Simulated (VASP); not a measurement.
# Rh (P6_3/mmc) in VASP: further runs, part 2 of 3

VASP 6.6.1.

## Step 3: Relaxation of cell and atoms, PBEsol

This run uses another cell than the first one, of 13.55 Å³/atom, 1.003 times its volume.

INCAR

```
SYSTEM = Rh
PREC     = Accurate       ! precision mode
ENCUT    = 600            ! plane-wave cutoff, eV
EDIFF    = 1E-6           ! SCF threshold, eV
ISMEAR   = -1             ! smearing method
SIGMA    = 0.15           ! smearing width, eV
LREAL    = .FALSE.        ! projectors in reciprocal space
LASPH    = .TRUE.         ! aspherical terms in the spheres
NELM     = 100            ! most SCF steps
ALGO     = Fast           ! electronic algorithm
ISIF     = 3              ! what is computed and relaxed
LWAVE    = .FALSE.        ! write WAVECAR
LCHARG   = .FALSE.        ! write CHGCAR
GGA      = PS             ! functional
IBRION   = 2              ! ionic algorithm
NSW      = 80             ! ionic steps
EDIFFG   = -0.001         ! ionic threshold
```

KPOINTS

```
Automatic mesh
0
G
  18 18 10
  0 0 0
```

POSCAR

```
Rh
1.0
    2.6887360850      0.0000000000      0.0000000000
   -1.3443680425      2.3285137537      0.0000000000
    0.0000000000      0.0000000000      4.3290202437
Rh
2
Direct
    0.6666666667      0.3333333333      0.7500000000
    0.3333333333      0.6666666667      0.2500000000
```

Potentials or basis: VASP PAW PBE potentials, release 64 (Rh_pv).

Started as:

```sh
> cat potpaw_PBE.64/Rh_pv/POTCAR > POTCAR
> mpirun -np 1 vasp_std > vasp.out
```

OUTCAR:

```text
SYSTEM = Rh
   PREC = Accurate
   ENCUT = 600
   EDIFF = 1E-6
   ISMEAR = -1
   LREAL = .FALSE.
   LASPH = .TRUE.
   NELM = 100
   ISIF = 3
   GGA = PS
   IBRION = 2
   NSW = 80
   EDIFFG = -0.001

 ion  position               nearest neighbor table
   1  0.667  0.333  0.750-   2 2.66   2 2.66   2 2.66   2 2.66   2 2.66   2 2.66
   2  0.333  0.667  0.250-   1 2.66   1 2.66   1 2.66   1 2.66   1 2.66   1 2.66

  LATTYP: Found a hexagonal cell.
 ALAT       =     2.6887360850
 C/A-ratio  =     1.6100577025

  Lattice vectors:

 A1 = (   2.6887360850,   0.0000000000,   0.0000000000)
 A2 = (  -1.3443680425,   2.3285137537,   0.0000000000)
 A3 = (   0.0000000000,   0.0000000000,   4.3290202437)

Analysis of symmetry for initial positions (statically):
=====================================================================
 Subroutine PRICEL returns:
 Original cell was already a primitive cell.

 Routine SETGRP: Setting up the symmetry group for a
 hexagonal supercell.

 Subroutine GETGRP returns: Found 24 space group operations
 (whereof 12 operations were pure point group operations)
 out of a pool of 24 trial point group operations.

The static configuration has the point symmetry D_3d.
 The point group associated with its full space group is D_6h.

Analysis of symmetry for dynamics (positions and initial velocities):
=====================================================================
 Subroutine PRICEL returns:
 Original cell was already a primitive cell.

 Routine SETGRP: Setting up the symmetry group for a
 hexagonal supercell.

 Subroutine GETGRP returns: Found 24 space group operations
 (whereof 12 operations were pure point group operations)
 out of a pool of 24 trial point group operations.

[... 141 lines left out ...]
--------------------------------------- Ionic step        1  -------------------------------------------

 number of electron      30.0000001 magnetization

 Free energy of the ion-electron system (eV)
  ---------------------------------------------------
  ext. energy  EPLUGINS =         0.00000000
  ---------------------------------------------------
  free energy    TOTEN  =       -16.31424551 eV

  energy without entropy =      -16.08097492  energy(sigma->0) =      -16.19761022

------------------------ aborting loop because EDIFF is reached ----------------------------------------

  FORCE on cell =-STRESS in cart. coord.  units (eV):
  Direction    XX          YY          ZZ          XY          YZ          ZX
  --------------------------------------------------------------------------------------
  -------------------------------------------------------------------------------------
  Total        0.1575111      0.1575111      0.1977628      0.0000000     -0.0000000      0.0000000
  in kB        9.3111903      9.3111903     11.6906486      0.0000000     -0.0000000      0.0000000
  external PRESSURE =      10.1043431 kB  Pullay stress =       0.0000000 kB
[... 89 lines left out ...]
  FREE ENERGIE OF THE ION-ELECTRON SYSTEM (eV)
  ---------------------------------------------------
  free  energy   TOTEN  =       -16.3144964735 eV

  energy  without entropy=      -16.0800381014  energy(sigma->0) =      -16.19726729

[... ionic steps 4 to 17 ...]

--------------------------------------- Ionic step       18  -------------------------------------------

 number of electron      30.0000002 magnetization

------------------------ aborting loop because EDIFF is reached ----------------------------------------
[... 67 lines left out ...]
--------------------------------------- Ionic step       20  -------------------------------------------

 number of electron      30.0000002 magnetization

 Free energy of the ion-electron system (eV)
  ---------------------------------------------------
  ext. energy  EPLUGINS =         0.00000000
  ---------------------------------------------------
  free energy    TOTEN  =       -16.31450027 eV

  energy without entropy =      -16.08010003  energy(sigma->0) =      -16.19730015

 E-fermi :  12.0464     XC(G=0): -14.2883

 val. band max:       12.0452556997   @ k =   0.4444   0.0556   0.4000
 cond. band min:      12.0521099838   @ k =   0.3889  -0.0000   0.2000
 fundamental gap:      0.0068542840
 Fermi energy:        12.0464489846

 k-point     1 :       0.0000    0.0000    0.0000
  band No.  band energies     occupation
      1     -35.1590      2.00000
      2     -34.4732      2.00000
      3     -34.4732      2.00000
      4     -34.3674      2.00000
      5     -34.3591      2.00000
      6     -34.3591      2.00000
[... 505 lines left out ...]
      6     -34.4972      2.00000
[... 11 lines left out ...]
     18      18.5158      0.00000
     19      22.4546      0.00000

 [... further k-points ...]

------------------------ aborting loop because EDIFF is reached ----------------------------------------

  FORCE on cell =-STRESS in cart. coord.  units (eV):
  Direction    XX          YY          ZZ          XY          YZ          ZX
  --------------------------------------------------------------------------------------
  -------------------------------------------------------------------------------------
  Total       -0.0019474     -0.0019474     -0.0019331      0.0000000      0.0000000      0.0000000
  in kB       -0.1147572     -0.1147572     -0.1139125      0.0000000      0.0000000      0.0000000
  external PRESSURE =      -0.1144756 kB  Pullay stress =       0.0000000 kB
[... 17 lines left out ...]
  FREE ENERGIE OF THE ION-ELECTRON SYSTEM (eV)
  ---------------------------------------------------
  free  energy   TOTEN  =       -16.3145002656 eV

  energy  without entropy=      -16.0801000252  energy(sigma->0) =      -16.19730015

 reached required accuracy - stopping structural energy minimisation
```

OSZICAR:

```text
N       E                     dE             d eps       ncg     rms          rms(c)
DAV:   1     0.344997034727E+03    0.34500E+03   -0.21318E+04  8444   0.204E+03
DAV:   2    -0.912644901837E+01   -0.35412E+03   -0.34504E+03  8797   0.554E+02
DAV:   3    -0.174734505533E+02   -0.83470E+01   -0.81269E+01  9126   0.927E+01
[... 102 lines left out ...]
RMM:   2    -0.163145006785E+02    0.17450E-05   -0.59601E-06  6748   0.237E-02    0.177E-03
RMM:   3    -0.163145005556E+02    0.12292E-06   -0.35268E-07  4198   0.453E-03
  19 F= -.16314501E+02 E0= -.16197296E+02  d E =-.247682E-06
       N       E                     dE             d eps       ncg     rms          rms(c)
DAV:   1    -0.163145006007E+02    0.77873E-07   -0.45256E-06  8166   0.267E-02    0.370E-03
RMM:   2    -0.163145002656E+02    0.33511E-06   -0.79378E-07  4223   0.865E-03
  20 F= -.16314500E+02 E0= -.16197300E+02  d E =0.423788E-07
```

CONTCAR:

```text
Rh
   1.00000000000000
     2.6908817955776261    0.0000000000000000   -0.0000000000000000
    -1.3454408977888130    2.3303719935694365    0.0000000000000000
    -0.0000000000000000    0.0000000000000000    4.3357528687306344
  Rh
     2
Direct
     0.6666666667000030    0.3333333332999970    0.7500000000000000
     0.3333333332999970    0.6666666667000030    0.2500000000000000

  0.00000000E+00  0.00000000E+00  0.00000000E+00
  0.00000000E+00  0.00000000E+00  0.00000000E+00
```

Wall time 14 min (1 thread of AMD EPYC 7R13 (Zen 3), shared host); peak memory 0.22 GiB.

What came out:

- Free energy: -16.3145 eV
- Relaxed volume: 13.59 Å³/atom
- Relaxed cell: a = 2.691 Å, b = 2.691 Å, c = 4.336 Å, α = 90.00°, β = 90.00°, γ = 120.00°
- Space group after relaxing (to 0.05 Å): P6_3/mmc (No. 194)
- Energy gained by relaxing: 0.1 meV/atom
- Ionic steps: 20
- Pressure after relaxing: 0.0 GPa
- Band gap on the k mesh: zero (band 15 reaches 12.73 eV, above the bottom of band 16 at 10.24 eV)

The path:
| step | energy change (eV) | largest force (eV/Å) | pressure (GPa) | volume (Å³) |
| --- | --- | --- | --- | --- |
| 1 | 0.0000 | 0.0000 | 1.01 | 27.10 |
| 2 | 0.0018 | 0.0000 | -2.59 | 27.44 |
| 3 | -0.0003 | 0.0000 | -0.01 | 27.19 |
| 4 | -0.0003 | 0.0000 | -0.02 | 27.19 |
| 5 | -0.0003 | 0.0000 | -0.02 | 27.19 |
| 6 | -0.0003 | 0.0000 | -0.02 | 27.19 |
| 7 | -0.0003 | 0.0000 | -0.02 | 27.19 |
| 8 | -0.0003 | 0.0000 | -0.02 | 27.19 |
| 9 | -0.0003 | 0.0000 | -0.02 | 27.19 |
| 10 | -0.0003 | 0.0000 | 0.08 | 27.18 |
| 11 | -0.0003 | 0.0000 | -0.02 | 27.19 |
| 12 | -0.0003 | 0.0000 | 0.01 | 27.19 |
| 13 | -0.0003 | 0.0000 | 0.01 | 27.19 |
| 14 | -0.0003 | 0.0000 | -0.01 | 27.19 |
| 15 | -0.0003 | 0.0000 | -0.01 | 27.19 |
| 16 | -0.0003 | 0.0000 | -0.03 | 27.19 |
| 17 | -0.0003 | 0.0000 | -0.01 | 27.19 |
| 18 | -0.0003 | 0.0000 | 0.03 | 27.19 |
| 19 | -0.0003 | 0.0000 | -0.02 | 27.19 |
| 20 | -0.0003 | 0.0000 | -0.01 | 27.19 |

Final structure:
```xyz
2
Lattice="2.6909 0.0000 0.0000 -1.3454 2.3304 0.0000 0.0000 0.0000 4.3358" Properties=species:S:1:pos:R:3 pbc="T T T"
Rh    1.3454    0.7768    3.2518
Rh    0.0000    1.5536    1.0839
```

Caveat: the PAW data sets were made with another functional, which shifts forces and pressure a little.

## Step 4: Relaxation of shape and atoms at fixed volume, PBEsol (volume scaled by 1.02)

INCAR

```
SYSTEM = Rh
  PREC = Accurate
  ENCUT = 600
  EDIFF = 1E-7
  ISMEAR = -1
  SIGMA = 0.15
  LREAL = .False.
  LASPH = .True.
  NELM = 60
  ALGO = Fast
  ISIF = 4
  LWAVE = .False.
  LCHARG = .False.
  GGA = PS
  IBRION = 2
  NSW = 80
  EDIFFG = -0.001
```

KPOINTS

```
Automatic mesh
0
Gamma
  18 18 10
  0 0 0
```

POSCAR

```
Rh
1.0
    2.7093404910      0.0000000000      0.0000000000
   -1.3546702455      2.3463576928      0.0000000000
    0.0000000000      0.0000000000      4.3652197207
Rh
2
Direct
    0.6666666667      0.3333333333      0.7500000000
    0.3333333333      0.6666666667      0.2500000000
```

Started as:

```sh
> cat potpaw_PBE.64/Rh_pv/POTCAR > POTCAR
> mpirun -np 1 vasp_std > vasp.out
```

Run time: 2.4 min. Hardware: 1 thread of Intel Xeon Platinum 8259CL at 2.50GHz (Skylake/Cascade Lake), shared host; peak memory 0.24 GiB.

It converged, with:

| Property | Result |
| --- | --- |
| Free energy | -16.3056 eV |
| Energy gained by relaxing | 0.0 meV/atom |
| Ionic steps | 2 |
| Pressure after relaxing | -5.6 GPa |
| Band gap on the k mesh | zero (band 15 reaches 12.33 eV, above the bottom of band 16 at 9.92 eV) |

Final structure:
```
Rh
1.0
     2.71002    0.00000    0.00000
    -1.35501    2.34695    0.00000
     0.00000    0.00000    4.36302
Rh
2
Direct
  0.66667 0.33333 0.75000
  0.33333 0.66667 0.25000
```

Levels at points of the mesh, in eV from the Fermi level:
```tsv
k point	band 11	band 12	band 13	band 14	band 15	band 16	band 17	band 18	band 19
(0.00, 0.00, 0.00)	-2.99	-2.46	-2.46	-1.90	-1.90	0.16	0.16	0.72	8.57
(0.50, 0.00, 0.00)	-2.65	-2.19	-2.17	0.43	0.67	0.74	2.98	5.06	10.23
(0.00, 0.00, 0.50)	-3.11	-3.11	-3.11	-3.11	-0.41	-0.41	-0.41	-0.41	14.81
(0.50, 0.00, 0.50)	-1.65	-1.65	-0.30	-0.30	0.61	0.61	2.62	2.62	9.21
```

Caveat: the cell differs from its parent crystal (volume scaled by 1.02); the PAW data sets were made with another functional, which shifts forces and pressure a little.

## Step 5: Relaxation of shape and atoms at fixed volume, PBEsol (volume scaled by 1.03)

INCAR

```
SYSTEM = Rh
PREC = Accurate
ENCUT = 600
EDIFF = 1E-6
ISMEAR = 0
SIGMA = 0.1
LREAL = .False.
LASPH = .True.
NELM = 80
ALGO = Fast
ISIF = 4
LWAVE = .False.
LCHARG = .False.
GGA = PS
IBRION = 2
NSW = 50
EDIFFG = -0.01
```

KPOINTS is that of step 4.

POSCAR

```
Rh
1.0
    2.7153589655      0.0000000000      0.0000000000
   -1.3576794827      2.3515698445      0.0000000000
    0.0000000000      0.0000000000      4.3718846183
Rh
2
Direct
    0.6666666667      0.3333333333      0.7500000000
    0.3333333333      0.6666666667      0.2500000000
```

Started as:

```sh
> cat potpaw_PBE.64/Rh_pv/POTCAR > POTCAR
> mpirun -np 1 vasp_std > vasp.out
```

Wall time 2 min (1 thread of Intel Xeon Platinum 8259CL at 2.50GHz (Skylake/Cascade Lake), shared host); peak memory 0.24 GiB.

It converged, with:

```yaml
Free_energy: -16.1844 eV
Energy_gained_by_relaxing: 0.0 meV/atom
Ionic_steps: 2
Pressure_after_relaxing: -8.2 GPa
Band_gap_on_the_k_mesh: zero (band 15 reaches 12.21 eV, above the bottom of band 16 at 9.82 eV)
```

Final structure:
```
Rh
1.0
     2.71626    0.00000    0.00000
    -1.35813    2.35235    0.00000
     0.00000    0.00000    4.36899
Rh
2
Direct
  0.66667 0.33333 0.75000
  0.33333 0.66667 0.25000
```

Levels at points of the mesh, in eV from the Fermi level:
```
           k point  band 13  band 14  band 15  band 16  band 17  band 18
(0.00, 0.00, 0.00)    -2.46    -1.93    -1.93     0.12     0.12     0.70
(0.50, 0.00, 0.00)    -2.19     0.39     0.62     0.70     2.93     4.99
(0.00, 0.00, 0.50)    -3.11    -3.11    -0.44    -0.44    -0.44    -0.44
(0.50, 0.00, 0.50)    -0.33    -0.33     0.57     0.57     2.58     2.58
```

Caveat: the cell differs from its parent crystal (volume scaled by 1.03); the PAW data sets were made with another functional, which shifts forces and pressure a little.

(Continued in part 3 of 3.)
